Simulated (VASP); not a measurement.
# MnPt (P4/mmm) in VASP: further runs

The runs below take MnPt through single point, with LDA.

All numbers are computed with VASP 6.6.1; they aren't measurements. Logs are shortened: lines on timing, memory, paths and dates and some standing lists are left out, and cuts for length are marked.

## Step 1: The cell of the first run

The structure is tetragonal, space group P4/mmm (No. 123). Conventional cell: a = 2.762 Å, b = 2.762 Å, c = 3.566 Å, α = 90.00°, β = 90.00°, γ = 90.00°. Within 3.6 Å of Mn (site symmetry 4/mmm) lie 8 Pt at 2.64 Å and 6 Mn at 2.76 to 3.57 Å. Pt (site symmetry 4/mmm) has 8 Mn at 2.64 Å and 6 Pt at 2.76 to 3.57 Å within 3.6 Å.

## Step 2: Single point, LDA

INCAR

```
  ALGO = Fast
  EDIFF = 1E-6
  ENCUT = 520
  GGA = CA
  ISIF = 2
  ISMEAR = 0
  LASPH = T
  LCHARG = F
  LREAL = F
  LWAVE = F
  NBANDS = 18
  NELM = 100
  PREC = Accurate
  SIGMA = 0.05
```

KPOINTS

```
k-points
0
Gamma
  16 16 12
```

POSCAR

```
MnPt
1.0
    2.7618001113      0.0000000000      0.0000000000
    0.0000000000      2.7618001113      0.0000000000
    0.0000000000      0.0000000000      3.5661764729
Mn Pt
1 1
Direct
    0.0000000000      0.0000000000      0.0000000000
    0.5000000000      0.5000000000      0.5000000000
```

Potentials or basis: VASP PAW LDA potentials, release 64 (Mn_pv, Pt).

On the command line:

```sh
> cat potpaw_LDA.64/Mn_pv/POTCAR potpaw_LDA.64/Pt/POTCAR > POTCAR
> mpirun -np 1 vasp_std > vasp.out
```

OUTCAR:

```text
EDIFF = 1E-6
   ENCUT = 520
   GGA = CA
   ISIF = 2
   ISMEAR = 0
   LASPH = T
   LREAL = F
   NELM = 100
   PREC = Accurate

 ion  position               nearest neighbor table
   1  0.000  0.000  0.000-   2 2.64   2 2.64   2 2.64   2 2.64   2 2.64   2 2.64   2 2.64   2 2.64

   2  0.500  0.500  0.500-   1 2.64   1 2.64   1 2.64   1 2.64   1 2.64   1 2.64   1 2.64   1 2.64

  LATTYP: Found a simple tetragonal cell.
 ALAT       =     2.7618001113
 C/A-ratio  =     1.2912507528

  Lattice vectors:

 A1 = (   2.7618001113,   0.0000000000,   0.0000000000)
 A2 = (   0.0000000000,   2.7618001113,   0.0000000000)
 A3 = (   0.0000000000,   0.0000000000,   3.5661764729)

Analysis of symmetry for initial positions (statically):
=====================================================================
 Subroutine PRICEL returns:
 Original cell was already a primitive cell.

 Routine SETGRP: Setting up the symmetry group for a
 simple tetragonal supercell.

 Subroutine GETGRP returns: Found 16 space group operations
 (whereof 16 operations were pure point group operations)
 out of a pool of 16 trial point group operations.

The static configuration has the point symmetry D_4h.

Analysis of symmetry for dynamics (positions and initial velocities):
=====================================================================
 Subroutine PRICEL returns:
 Original cell was already a primitive cell.

 Routine SETGRP: Setting up the symmetry group for a
 simple tetragonal supercell.

 Subroutine GETGRP returns: Found 16 space group operations
 (whereof 16 operations were pure point group operations)
 out of a pool of 16 trial point group operations.

The dynamic configuration has the point symmetry D_4h.

 Subroutine INISYM returns: Found 16 space group operations
 (whereof 16 operations are pure point group operations),
 and found     1 'primitive' translations

----------------------------------------------------------------------------------------

                                     Primitive cell

  volume of cell :      27.2012

  direct lattice vectors                    reciprocal lattice vectors
     2.761800111  0.000000000  0.000000000     0.362082685  0.000000000  0.000000000
     0.000000000  2.761800111  0.000000000     0.000000000  0.362082685  0.000000000
     0.000000000  0.000000000  3.566176473     0.000000000  0.000000000  0.280412371

  length of vectors
     2.761800111  2.761800111  3.566176473     0.362082685  0.362082685  0.280412371

  position of ions in fractional coordinates (direct lattice)
     0.000000000  0.000000000  0.000000000
     0.500000000  0.500000000  0.500000000

  ion indices of the primitive-cell ions
   primitive index   ion index
                 1           1
                 2           2

----------------------------------------------------------------------------------------

 KPOINTS: k-points

Automatic generation of k-mesh.
 Grid dimensions read from file:
 generate k-points for:   16   16   12

 Generating k-lattice:

  Cartesian coordinates                     Fractional coordinates (reciprocal lattice)
     0.022630168  0.000000000  0.000000000     0.062500000  0.000000000  0.000000000
     0.000000000  0.022630168  0.000000000     0.000000000  0.062500000  0.000000000
     0.000000000  0.000000000  0.023367698     0.000000000  0.000000000  0.083333333

  Length of vectors
     0.022630168  0.022630168  0.023367698

  Shift w.r.t. Gamma in fractional coordinates (k-lattice)
     0.000000000  0.000000000  0.000000000

 Subroutine IBZKPT returns following result:
 ===========================================

 Found    315 irreducible k-points:

 Following reciprocal coordinates:
            Coordinates               Weight
  0.000000  0.000000  0.000000      1.000000
  0.062500  0.000000  0.000000      4.000000
  0.125000  0.000000  0.000000      4.000000
  0.187500  0.000000  0.000000      4.000000
  0.250000  0.000000  0.000000      4.000000
  0.312500  0.000000  0.000000      4.000000
[... 16 lines left out ...]
  0.437500  0.125000  0.000000      8.000000
  0.500000  0.125000  0.000000      4.000000
 [... further k-points ...]
   k-points           NKPTS =    315   k-points in BZ     NKDIM =    315   number of bands    NBANDS=     18
   number of dos      NEDOS =    301   number of ions     NIONS =      2
   total plane-waves  NPLWV =  16128
   dimension x,y,z NGX =    24 NGY =   24 NGZ =   28
   dimension x,y,z NGXF=    48 NGYF=   48 NGZF=   56
   ions per type =               1   1
   NGX,Y,Z   is equivalent  to a cutoff of  14.45, 14.45, 13.05 a.u.
   NGXF,Y,Z  is equivalent  to a cutoff of  28.89, 28.89, 26.11 a.u.
 SYSTEM =  unknown system
   PREC   = accura    normal or accurate (medium, high low for compatibility)
   ISTART =      0    job   : 0-new  1-cont  2-samecut
   ICHARG =      2    charge: 1-file 2-atom 10-const
   ISPIN  =      1    spin polarized calculation?
   LNONCOLLINEAR =      F non collinear calculations
   LSORBIT =      F    spin-orbit coupling
   LASPH  =      T    aspherical Exc in radial PAW
   ENCUT  =  520.0 eV  38.22 Ry    6.18 a.u.   5.14  5.14  6.63*2*pi/ulx,y,z
   NELM   =    100;   NELMIN=  2; NELMDL= -5     # of ELM steps
   EDIFF  = 0.1E-05   stopping-criterion for ELM
   LREAL  =      F    real-space projection
   EDIFFG = 0.1E-04   stopping-criterion for IOM
   NSW    =      0    number of steps for IOM
   IBRION =     -1    ionic relax: 0-MD 1-quasi-New 2-CG
   NFREE  =      0    steps in history (QN), initial steepest desc. (CG)
   ISIF   =      2    stress and relaxation
   ISYM   =      2    0-nonsym 1-usesym 2-fastsym
   POTIM  = 0.5000    time-step for ionic-motion
   TEBEG  =    0.0;   TEEND  =   0.0 temperature during run
   PSTRESS=    0.0 pullay stress
   NELECT =      23.0000    total number of electrons
   NUPDOWN=      -1.0000    fix difference up-down
   EMIN   =  10.00;   EMAX   =-10.00  energy-range for DOS
   EFERMI =   0.00;   METHOD = LEGACY
   ISMEAR =     0;   SIGMA  =   0.05  broadening in eV -4-tet -1-fermi 0-gaus
   EFERMI_NEDOS =   21; number of points for ismear=-14 and -15
   IALGO  =     68    algorithm
   IMIX   =      4    mixing-type and parameters
     AMIX     =   0.40;   BMIX     =  1.00
     AMIX_MAG =   1.60;   BMIX_MAG =  1.00
  volume/ion in A,a.u.               =      13.60        91.78
  Fermi-wavevector in a.u.,A,eV,Ry     =   1.548062  2.925413 32.606305  2.396496
  Thomas-Fermi vector in A             =   2.653066
   LORBIT       =      0    0 simple, 1 ext, 2 COOP (PROOUT), +10 PAW based schemes
   GGA     = CA    functional components
   LHFCALC =     F    Hartree Fock is set to
   AEXX    =    0.0000 exact exchange contribution
   IVDW    =     0    specifies the selected vdW correction
   LEPSILON=     F    determine dielectric tensor
   LRPA    =     F    only Hartree local field effects (RPA)
 non-spin polarized calculation
 RMM-DIIS sequential band-by-band and
 Gauss-broadening in eV      SIGMA  =   0.05
  energy-cutoff  :      520.00
  volume of cell :       27.20
 maximum number of plane-waves:       752
 NGX is ok and might be reduce to    24
   NGX = 11   NGY = 11   NGZ = 13

 number of electron      22.9999997 magnetization

 Free energy of the ion-electron system (eV)
  ---------------------------------------------------
  ext. energy  EPLUGINS =         0.00000000
  ---------------------------------------------------
  free energy    TOTEN  =       -17.40555302 eV

  energy without entropy =      -17.39902142  energy(sigma->0) =      -17.40228722

 E-fermi :  10.3809     XC(G=0): -13.6682

 val. band max:       10.3808062696   @ k =   0.2500   0.0625   0.1667
 cond. band min:      10.3815224260   @ k =   0.5000   0.5000   0.0000
 fundamental gap:      0.0007161564
 Fermi energy:        10.3809066610

 k-point     1 :       0.0000    0.0000    0.0000
  band No.  band energies     occupation
      1     -37.2370      2.00000
      2     -37.1370      2.00000
      3     -37.1370      2.00000
      4       0.7863      2.00000
      5       4.0144      2.00000
      6       4.0882      2.00000
[... 10 lines left out ...]
     17      21.6480      0.00000
     18      22.2646      0.00000

 k-point     2 :       0.0625    0.0000    0.0000
  band No.  band energies     occupation
      1     -37.2366      2.00000
      2     -37.1426      2.00000
      3     -37.1366      2.00000
      4       0.8880      2.00000
      5       4.0705      2.00000
      6       4.1523      2.00000
[... 10 lines left out ...]
     17      21.8563      0.00000
     18      22.3679      0.00000

 k-point     3 :       0.1250    0.0000    0.0000
  band No.  band energies     occupation
      1     -37.2355      2.00000
      2     -37.1584      2.00000
      3     -37.1354      2.00000
      4       1.1843      2.00000
      5       4.1973      2.00000
      6       4.3783      2.00000
[... 10 lines left out ...]
     17      22.3790      0.00000
     18      22.4508      0.00000

 k-point     4 :       0.1875    0.0000    0.0000
  band No.  band energies     occupation
      1     -37.2338      2.00000
      2     -37.1821      2.00000
      3     -37.1336      2.00000
      4       1.6473      2.00000
      5       4.3817      2.00000
      6       4.7549      2.00000
[... 375 lines left out ...]
      4       3.8048      2.00000
      5       5.3851      2.00000
      6       5.6520      2.00000
[... 10 lines left out ...]
     17      22.0807      0.00000
     18      23.8263      0.00000

 k-point    23 :       0.4375    0.1250    0.0000
  band No.  band energies     occupation
      1     -37.2740      2.00000
      2     -37.2248      2.00000
      3     -37.1466      2.00000
      4       4.2651      2.00000
      5       5.4837      2.00000
      6       5.5775      2.00000
[... 10 lines left out ...]
     17      22.3530      0.00000
     18      23.8146      0.00000

 k-point    24 :       0.5000    0.1250    0.0000
  band No.  band energies     occupation
      1     -37.2794      2.00000
      2     -37.2244      2.00000
      3     -37.1462      2.00000
      4       4.4589      2.00000
      5       5.4256      2.00000
      6       5.6308      2.00000
[... 10 lines left out ...]
     17      22.7600      0.00000
     18      23.6073      0.00000

 [... further k-points ...]

------------------------ aborting loop because EDIFF is reached ----------------------------------------

  FORCE on cell =-STRESS in cart. coord.  units (eV):
  Direction    XX          YY          ZZ          XY          YZ          ZX
  --------------------------------------------------------------------------------------
  -------------------------------------------------------------------------------------
  Total       -4.7742449     -4.7742449     -1.4739138      0.0000000      0.0000000     -0.0000000
  in kB     -281.2081859   -281.2081859    -86.8151155      0.0000000      0.0000000     -0.0000000
  external PRESSURE =    -216.4104957 kB  Pullay stress =       0.0000000 kB

 VOLUME and BASIS-vectors are now :
 -----------------------------------------------------------------------------
  energy-cutoff  :      520.00
  volume of cell :       27.20
      direct lattice vectors                 reciprocal lattice vectors
     2.761800111  0.000000000  0.000000000     0.362082685  0.000000000  0.000000000
     0.000000000  2.761800111  0.000000000     0.000000000  0.362082685  0.000000000
     0.000000000  0.000000000  3.566176473     0.000000000  0.000000000  0.280412371

 POSITION                                       TOTAL-FORCE (eV/Angst)
 -----------------------------------------------------------------------------------
      0.00000      0.00000      0.00000         0.000000      0.000000      0.000000
      1.38090      1.38090      1.78309         0.000000      0.000000      0.000000
 -----------------------------------------------------------------------------------
    total drift:                                0.000000      0.000000     -0.000000

  FREE ENERGIE OF THE ION-ELECTRON SYSTEM (eV)
  ---------------------------------------------------
  free  energy   TOTEN  =       -17.4055530192 eV

  energy  without entropy=      -17.3990214179  energy(sigma->0) =      -17.40228722
```

Wall time 61 s (1 thread of Intel Xeon 6975P-C (Granite Rapids), shared host); peak memory 0.26 GiB.

Results:

| Item | Value |
| --- | --- |
| Free energy | -17.4056 eV |
| Pressure | -21.6 GPa |
| Band gap on the k mesh | zero (an odd number of electrons rules out a gap without spin polarisation) |

Caveat: the stress differs along the axes, from -28 to -9 GPa; spin-orbit coupling is left out, which moves the levels of the heavy elements; the run has no spin polarisation, though such a crystal can be magnetic. Spin polarisation is off, so any magnetic state and its effect on volume and gap are missing.

## Step 3: Single point, LDA, collinear spin, ferromagnetic start

INCAR

```
PREC = Accurate
ENCUT = 520
EDIFF = 1E-6
ISMEAR = 0
SIGMA = 0.05
LREAL = False
LASPH = True
NELM = 150
ALGO = Fast
ISIF = 2
LWAVE = False
LCHARG = False
ISPIN = 2
MAGMOM = 3.5 0
LORBIT = 11
LMAXMIX = 4
NBANDS = 22
```

KPOINTS

```
regular mesh
0
Gamma
  16 16 12
```

POSCAR is that of step 2.

Potentials or basis: VASP PAW LDA potentials, release 64 (Mn_pv, Pt).

On the command line:

```sh
> cat potpaw_LDA.64/Mn_pv/POTCAR potpaw_LDA.64/Pt/POTCAR > POTCAR
> mpirun -np 1 vasp_std > vasp.out
```

Run time: 3.5 min. Hardware: 1 thread of Intel Xeon 6975P-C (Granite Rapids), shared host; peak memory 0.38 GiB.

It converged, with:

```
Free energy                                           : -17.6845 eV
Pressure                                              : -1.5 GPa
Net moment                                            : 3.48 μB per cell
Site moments                                          : Mn +3.10; Pt +0.25 μB
Valence electrons inside the program's atomic spheres : Mn 11.67; Pt 9.50
```

Stress tensor (GPa, compression positive):
```
-1.93  0.00  0.00
 0.00 -1.93  0.00
 0.00  0.00 -0.70
```

Levels at points of the mesh, in eV from the Fermi level:
Spin up:
| k point | band 9 | band 10 | band 11 | band 12 | band 13 | band 14 | band 15 | band 16 | band 17 | band 18 |
| --- | --- | --- | --- | --- | --- | --- | --- | --- | --- | --- |
| (0.00, 0.00, 0.00) | -2.31 | -1.89 | -1.01 | -0.12 | 0.29 | 0.29 | 3.13 | 10.97 | 10.97 | 11.46 |
| (0.50, 0.00, 0.00) | -2.89 | -2.77 | -1.97 | -1.71 | -1.25 | 0.88 | 1.58 | 11.57 | 11.62 | 13.44 |
| (0.50, 0.50, 0.00) | -0.25 | -0.11 | 0.12 | 0.48 | 0.48 | 1.18 | 1.18 | 7.38 | 10.51 | 11.90 |
| (0.00, 0.00, 0.50) | -2.56 | -2.54 | -1.57 | -1.52 | -1.52 | -1.23 | -0.87 | 15.69 | 16.01 | 16.01 |
| (0.50, 0.00, 0.50) | -2.22 | -0.63 | -0.60 | -0.41 | -0.25 | 0.08 | 0.17 | 4.99 | 7.69 | 15.48 |
| (0.50, 0.50, 0.50) | -3.06 | -1.82 | -1.28 | -0.24 | 0.13 | 7.18 | 7.18 | 7.67 | 8.32 | 8.68 |
Spin down:
```csv
k point,band 8,band 9,band 10,band 11,band 12,band 13
"(0.00, 0.00, 0.00)",-2.72,-1.27,-0.05,1.25,2.27,2.37
"(0.50, 0.00, 0.00)",-2.83,-1.80,-0.70,-0.52,0.86,1.32
"(0.50, 0.50, 0.00)",0.38,1.33,1.62,1.62,2.35,2.54
"(0.00, 0.00, 0.50)",-2.37,-2.32,-1.05,-0.91,0.94,0.94
"(0.50, 0.00, 0.50)",-2.65,-0.29,-0.15,0.29,0.75,2.25
"(0.50, 0.50, 0.50)",-1.62,-1.22,-1.22,0.39,1.56,2.72
```

Caveat: spin-orbit coupling is left out, which moves the levels of the heavy elements.
